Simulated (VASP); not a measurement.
# CdS (I-4m2) in VASP: single point with HSE06

Aim: the single point of CdS with HSE06.

All numbers are computed with VASP 6.6.1; they aren't measurements. Logs are shortened: lines on timing, memory, paths and dates and some standing lists are left out, and cuts for length are marked.

### Step 1. The cell of the first run

Symmetry: I-4m2, No. 119, tetragonal system. The conventional cell has a = 4.115 Å, b = 4.115 Å, c = 5.963 Å, α = 90.00°, β = 90.00°, γ = 90.00°. Within 3.4 Å of Cd (site symmetry -4m2) lie 4 S at 2.54 Å. S (site symmetry -4m2) has 4 Cd at 2.54 Å within 3.4 Å.

### Step 2. Single point, HSE06 (epitaxial xy strain -1.0%)

File POSCAR:

```
CdS
1.0
    0.0000000000      2.9098226946      2.9816746225
    2.9098226946      0.0000000000      2.9816746225
    2.9098226946      2.9098226946      0.0000000000
Cd S
1 1
Direct
    0.0000000000      0.0000000000      0.0000000000
    0.2500000000      0.2500000000      0.2500000000
```

File INCAR.step1:

```
  ALGO = Normal
  EDIFF = 1E-5
  ENCUT = 520
  GGA = PE
  ISIF = 2
  ISMEAR = 0
  KPAR = 4
  LASPH = True
  LCHARG = False
  LREAL = False
  LWAVE = True
  NBANDS = 16
  NELM = 80
  PREC = Accurate
  SIGMA = 0.01
```

File INCAR.step2:

```
  ALGO = Normal
  EDIFF = 1E-6
  ENCUT = 520
  GGA = PE
  HFSCREEN = 0.2079
  ISIF = 2
  ISMEAR = 0
  ISTART = 1
  KPAR = 4
  LASPH = True
  LCHARG = False
  LHFCALC = True
  LREAL = False
  LWAVE = False
  NBANDS = 16
  NELM = 80
  PREC = Accurate
  PRECFOCK = Normal
  SIGMA = 0.01
```

File KPOINTS:

```
k-points
0
Gamma
  6 6 6
```

Potentials or basis: VASP PAW PBE potentials, release 64 (Cd, S).

Command:

```console
$ cat potpaw_PBE.64/Cd/POTCAR potpaw_PBE.64/S/POTCAR > POTCAR
$ cp INCAR.step1 INCAR
$ mpirun -np 4 vasp_std > vasp.out
$ cp INCAR.step2 INCAR
$ mpirun -np 4 vasp_std > vasp.out
```

OUTCAR:

```text
EDIFF = 1E-6
   ENCUT = 520
   GGA = PE
   HFSCREEN = 0.2079
   ISIF = 2
   ISMEAR = 0
   ISTART = 1
   LASPH = True
   LHFCALC = True
   LREAL = False
   NELM = 80
   PREC = Accurate
   PRECFOCK = Normal

 ion  position               nearest neighbor table
   1  0.000  0.000  0.000-   2 2.54   2 2.54   2 2.54   2 2.54
   2  0.250  0.250  0.250-   1 2.54   1 2.54   1 2.54   1 2.54

  LATTYP: Found a body centered tetragonal cell.
 ALAT       =     4.1151107188
 C/A-ratio  =     1.4491345805

  Lattice vectors:

 A1 = (  -2.9098226946,   0.0000000000,   2.9816746225)
 A2 = (   2.9098226946,   0.0000000000,   2.9816746225)
 A3 = (   0.0000000000,   2.9098226946,  -2.9816746225)

Analysis of symmetry for initial positions (statically):
=====================================================================
 Subroutine PRICEL returns:
 Original cell was already a primitive cell.

 Routine SETGRP: Setting up the symmetry group for a
 body centered tetragonal supercell.

 Subroutine GETGRP returns: Found  8 space group operations
 (whereof  8 operations were pure point group operations)
 out of a pool of 16 trial point group operations.

The static configuration has the point symmetry D_2d.

Analysis of symmetry for dynamics (positions and initial velocities):
=====================================================================
 Subroutine PRICEL returns:
 Original cell was already a primitive cell.

 Routine SETGRP: Setting up the symmetry group for a
 body centered tetragonal supercell.

 Subroutine GETGRP returns: Found  8 space group operations
 (whereof  8 operations were pure point group operations)
 out of a pool of 16 trial point group operations.

The dynamic configuration has the point symmetry D_2d.

 Subroutine INISYM returns: Found  8 space group operations
 (whereof  8 operations are pure point group operations),
 and found     1 'primitive' translations

----------------------------------------------------------------------------------------

                                     Primitive cell

  volume of cell :      50.4921

  direct lattice vectors                    reciprocal lattice vectors
     0.000000000  2.909822695  2.981674622    -0.171831775  0.171831775  0.167691000
     2.909822695  0.000000000  2.981674622     0.171831775 -0.171831775  0.167691000
     2.909822695  2.909822695  0.000000000     0.171831775  0.171831775 -0.167691000
[... 85 lines left out ...]
   LREAL  =      F    real-space projection
   EDIFFG = 0.1E-04   stopping-criterion for IOM
   NSW    =      0    number of steps for IOM
   IBRION =     -1    ionic relax: 0-MD 1-quasi-New 2-CG
   NFREE  =      0    steps in history (QN), initial steepest desc. (CG)
   ISIF   =      2    stress and relaxation
   ISYM   =      3    0-nonsym 1-usesym 2-fastsym
   POTIM  = 0.5000    time-step for ionic-motion
   TEBEG  =    0.0;   TEEND  =   0.0 temperature during run
   PSTRESS=    0.0 pullay stress
   NELECT =      18.0000    total number of electrons
   NUPDOWN=      -1.0000    fix difference up-down
   EMIN   =  10.00;   EMAX   =-10.00  energy-range for DOS
   EFERMI =   0.00;   METHOD = LEGACY
   ISMEAR =     0;   SIGMA  =   0.01  broadening in eV -4-tet -1-fermi 0-gaus
   EFERMI_NEDOS =   21; number of points for ismear=-14 and -15
   IALGO  =     38    algorithm
   IMIX   =      1    mixing-type and parameters
     AMIX     =   0.40;   BMIX     =  1.00
     AMIX_MAG =   1.60;   BMIX_MAG =  1.00
  volume/ion in A,a.u.               =      25.25       170.37
  Fermi-wavevector in a.u.,A,eV,Ry     =   1.160801  2.193596 18.333303  1.347460
  Thomas-Fermi vector in A             =   2.297380
   LORBIT       =      0    0 simple, 1 ext, 2 COOP (PROOUT), +10 PAW based schemes
   GGA     = PE    functional components
   LHFCALC =     T    Hartree Fock is set to
   PRECFOCK=normal    Normal, Fast or Accurate (Low or Medium for compatibility)
   ENCUT4O =  -1.0   cutoff for four orbital integrals eV
   NKREDX  =     1    reduce k-point grid by
   NKREDY  =     1    reduce k-point grid by
   NKREDZ  =     1    reduce k-point grid by
   AEXX    =    0.2500 exact exchange contribution
   HFSCREEN=    0.2079 screening length (either q_TF or 0.3 A-1)
   HFSCREENC=   0.2079 screening length for correlation (either q_TF or 0.3 A-1)
   ENCUTFOCK=  -1.0 apply spherical cutoff to Coloumb kernel
   IVDW    =     0    specifies the selected vdW correction
   LEPSILON=     F    determine dielectric tensor
   LRPA    =     F    only Hartree local field effects (RPA)
 non-spin polarized calculation
 Gauss-broadening in eV      SIGMA  =   0.01
  energy-cutoff  :      520.00
  volume of cell :       50.49
 maximum number of plane-waves:      1379
  NGX = 24; NGY = 24; NGZ = 24

 number of electron      18.0000004 magnetization

 Free energy of the ion-electron system (eV)
  ---------------------------------------------------
  ext. energy  EPLUGINS =         0.00000000
  ---------------------------------------------------
  free energy    TOTEN  =        -7.61774552 eV

  energy without entropy =       -7.61774552  energy(sigma->0) =       -7.61774552

 E-fermi :   0.6591     XC(G=0):  -7.5289

 val. band max:        0.5426539494   @ k =   0.0000   0.0000   0.0000
 cond. band min:       2.6406260946   @ k =   0.0000   0.0000   0.0000
 fundamental gap:      2.0979721452
 Fermi energy:         0.6591414256

 k-point     1 :       0.0000    0.0000    0.0000
  band No.  band energies     occupation
      1     -12.9309      2.00000
      2      -8.2876      2.00000
      3      -8.2734      2.00000
      4      -8.2734      2.00000
      5      -7.8224      2.00000
      6      -7.8151      2.00000
[... 433 lines left out ...]
      3      -8.0016      2.00000
      4      -7.9459      2.00000
      5      -7.7585      2.00000
      6      -7.3408      2.00000
[... 8 lines left out ...]
     15      14.5966      0.00000
     16      15.6393      0.00000

 [... further k-points ...]
[... 5 lines left out ...]
  --------------------------------------------------------------------------------------
  -------------------------------------------------------------------------------------
  Total        0.3214971      0.3214971      0.1577129      0.0000000      0.0000000      0.0000000
  in kB       10.2015078     10.2015078      5.0044298      0.0000000      0.0000000      0.0000000
  external PRESSURE =       8.4691484 kB  Pullay stress =       0.0000000 kB

 VOLUME and BASIS-vectors are now :
 -----------------------------------------------------------------------------
  energy-cutoff  :      520.00
  volume of cell :       50.49
      direct lattice vectors                 reciprocal lattice vectors
     0.000000000  2.909822695  2.981674622    -0.171831775  0.171831775  0.167691000
     2.909822695  0.000000000  2.981674622     0.171831775 -0.171831775  0.167691000
     2.909822695  2.909822695  0.000000000     0.171831775  0.171831775 -0.167691000

 POSITION                                       TOTAL-FORCE (eV/Angst)
 -----------------------------------------------------------------------------------
      0.00000      0.00000      0.00000        -0.000000     -0.000000     -0.000000
      1.45491      1.45491      1.49084         0.000000      0.000000      0.000000
 -----------------------------------------------------------------------------------
    total drift:                               -0.000002     -0.000000      0.000008

  FREE ENERGIE OF THE ION-ELECTRON SYSTEM (eV)
  ---------------------------------------------------
  free  energy   TOTEN  =        -7.6177455243 eV

  energy  without entropy=       -7.6177455243  energy(sigma->0) =       -7.61774552
```

OUTCAR.step1:

```text
EDIFF = 1E-5
   ENCUT = 520
   GGA = PE
   ISIF = 2
   ISMEAR = 0
[... 678 lines left out ...]
 -----------------------------------------------------------------------------------
      0.00000      0.00000      0.00000         0.000000      0.000000      0.000000
      1.45491      1.45491      1.49084        -0.000000     -0.000000     -0.000000
 -----------------------------------------------------------------------------------
    total drift:                               -0.000000     -0.000000     -0.000000

  FREE ENERGIE OF THE ION-ELECTRON SYSTEM (eV)
  ---------------------------------------------------
  free  energy   TOTEN  =        -6.1324878902 eV

  energy  without entropy=       -6.1324878902  energy(sigma->0) =       -6.13248789
```

OSZICAR.step1:

```text
N       E                     dE             d eps       ncg     rms          rms(c)
DAV:   1     0.106536731768E+03    0.10654E+03   -0.90052E+03   992   0.102E+03
DAV:   2    -0.257146602042E+01   -0.10911E+03   -0.10255E+03  1136   0.251E+02
DAV:   3    -0.665544786420E+01   -0.40840E+01   -0.40746E+01  1208   0.505E+01
DAV:   4    -0.668080252612E+01   -0.25355E-01   -0.25352E-01  1200   0.387E+00
DAV:   5    -0.668114760223E+01   -0.34508E-03   -0.34507E-03  1256   0.432E-01    0.781E+00
DAV:   6    -0.615097112044E+01    0.53018E+00   -0.84820E-01  1416   0.114E+01    0.630E+00
DAV:   7    -0.613207004781E+01    0.18901E-01   -0.19527E-01  1160   0.301E+00    0.310E+00
DAV:   8    -0.613236035520E+01   -0.29031E-03   -0.17746E-02  1160   0.168E+00    0.298E-01
DAV:   9    -0.613227824721E+01    0.82108E-04   -0.20746E-03  1216   0.665E-01    0.604E-02
DAV:  10    -0.613241200309E+01   -0.13376E-03   -0.24974E-04  1128   0.155E-01    0.692E-02
DAV:  11    -0.613249636599E+01   -0.84363E-04   -0.13268E-04  1184   0.916E-02    0.228E-02
DAV:  12    -0.613248789021E+01    0.84758E-05   -0.24916E-05  1016   0.650E-02
   1 F= -.61324879E+01 E0= -.61324879E+01  d E =-.606448E-26
```

Run time: 28 min. Hardware: 4 MPI ranks of Intel Xeon Platinum 8259CL at 2.50GHz (Skylake/Cascade Lake), shared host; peak memory 0.3 GiB.

What came out:

```yaml
Free_energy: -7.6177 eV
Pressure: 0.8 GPa
Band_gap_on_the_k_mesh: 2.10 eV
```

Stress tensor (GPa, compression positive):
```
1.02 0.00 0.00
0.00 1.02 0.00
0.00 0.00 0.50
```

Caveat: the cell differs from its parent crystal (epitaxial xy strain -1.0%); the structure was generated, so it needn't be the stable form of CdS; the PAW data sets were made with another functional, which shifts forces and pressure a little.
